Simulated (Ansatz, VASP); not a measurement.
**InAs: VASP beside Ansatz**

```xyz
2
Lattice="3.5365 0.0000 0.0000 0.0000 3.5365 0.0000 0.0000 0.0000 3.5365" Properties=species:S:1:pos:R:3 pbc="T T T"
In    0.0000    0.0000    0.0000
As    1.7683    1.7683    1.7683
```

Alike in both runs: task single point; functional PBE; k mesh 6 × 6 × 6; occupations fermi-dirac, width 0.02 eV; no spin polarisation.

```csv
,VASP,Ansatz
version,VASP 6.6.1,Ansatz 0.2.0
potentials or method,"VASP PAW PBE potentials, release 64 (In_d, As)","plane waves, PAW"
plane-wave cutoff (eV),520,420
valence electrons in the cell,18,28
```

VASP gave:

* pressure (GPa): 1.6

Task: Which values does Ansatz return?

Result: Pressure (GPa): 1.5.

VASP's potentials hold 18 valence electrons a cell and Ansatz's 28, so a difference there can come from the potentials and not from the codes.
